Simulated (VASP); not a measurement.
Write the native input for VASP 6.6.1 that does the following.

```
Task                   : single point
Functional             : PBEsol
Potentials or basis    : VASP PAW PBE potentials, release 64 (Y_sv, Hg)
Cutoff                 : 520 eV
k mesh                 : 6 × 6 × 6
Occupations            : gaussian, width 0.1 eV
Spin                   : no spin polarisation
Dipole correction      : no
Further INCAR settings : ALGO = Normal; EDIFF = 1e-06; NBANDS = 24
```

The structure of YHg2 lies in POSCAR:

```
YHg2
1.0
    4.7710000000      0.0000000000      0.0000000000
   -2.3855000000      4.1318072015      0.0000000000
    0.0000000000      0.0000000000      3.5360000000
Y Hg
1 2
Direct
    0.0000000000      0.0000000000      0.0000000000
    0.3333333333      0.6666666667      0.5000000000
    0.6666666667      0.3333333333      0.5000000000
```

These files were run (other wordings do the same):

INCAR

```
SYSTEM = YHg2
PREC = Accurate
ENCUT = 520
EDIFF = 1E-6
ISMEAR = 0
SIGMA = 0.1
LREAL = .False.
LASPH = .True.
NELM = 100
ALGO = Normal
ISIF = 2
LWAVE = .False.
LCHARG = .True.
GGA = PS
LELF = .True.
LVHAR = .True.
NBANDS = 24
```

KPOINTS

```
regular mesh
0
Gamma
  6 6 6
  0 0 0
```

Potentials or basis: VASP PAW PBE potentials, release 64 (Y_sv, Hg).

Command:

```console
$ cat potpaw_PBE.64/Y_sv/POTCAR potpaw_PBE.64/Hg/POTCAR > POTCAR
$ mpirun -np 1 vasp_std > vasp.out
```

It gave:

* Pressure: 0.9 GPa

Caveat: the PAW data sets were made with another functional, which shifts forces and pressure a little.

Wall time 32 s on 1 thread of Intel(R) Xeon(R) Platinum 8488C (Sapphire Rapids), with other jobs on the host, peak memory 0.22 GiB.
